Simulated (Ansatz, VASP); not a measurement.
# AgCl in VASP and in Ansatz

The input INCAR:

```
PREC = Accurate
ENCUT = 600
EDIFF = 1E-7
ISMEAR = -1
SIGMA = 0.02
LREAL = F
LASPH = T
NELM = 100
ALGO = Normal
ISIF = 3
LWAVE = F
LCHARG = F
GGA = PE
IBRION = 2
NSW = 32
EDIFFG = -0.005
```

KPOINTS

```
Automatic mesh
0
Gamma
  9 9 9
```

The input POSCAR:

```
AgCl
1.0
    0.0000000000      2.8053350663      2.8053350663
    2.8053350663      0.0000000000      2.8053350663
    2.8053350663      2.8053350663      0.0000000000
Ag Cl
1 1
Direct
    0.0000000000      0.0000000000      0.0000000000
    0.5000000000      0.5000000000      0.5000000000
```

Input for Ansatz:

```yaml
crystal:
  lattice:
    - [0.0, 2.8053350663, 2.8053350663]
    - [2.8053350663, 0.0, 2.8053350663]
    - [2.8053350663, 2.8053350663, 0.0]
  atoms:
    - { symbol: Ag, position: [0.0, 0.0, 0.0] }
    - { symbol: Cl, position: [0.5, 0.5, 0.5] }
kpoints:
  mp_grid: { grid: [9, 9, 9] }
scf:
  occupations: { method: fermi_dirac, width: 0.02 }
hamiltonian:
  xc: pbe
  pseudopotentials: { kind: all_electron, lapw: { basis_error: 0.0005 } }
output:
  forces: true
  stress: true
  eigenvalues: true
relax:
  f_tol: 0.005
  max_steps: 12
  cell: {}
```

Alike in both runs: task relaxation of cell and atoms; functional PBE; k mesh 9 × 9 × 9; occupations fermi-dirac, width 0.02 eV; no spin polarisation.

```csv
,VASP,Ansatz
version,VASP 6.6.1,Ansatz 0.2.0
potentials or method,"VASP PAW PBE potentials, release 64 (Ag, Cl), cutoff 600 eV","all-electron LAPW, scalar-relativistic"
```

```csv
,VASP,Ansatz,Ansatz less VASP
"gap on the k mesh at the Fermi level, each at its own relaxed structure (eV)",0.96,0.97,+0.004
relaxed volume (Å³/atom),22.04,22.08,+0.033
relaxed cell length with the largest relative difference (Å),3.965,3.967,+0.0020
```

Ansatz ran all-electron here, and VASP with PAW potentials.
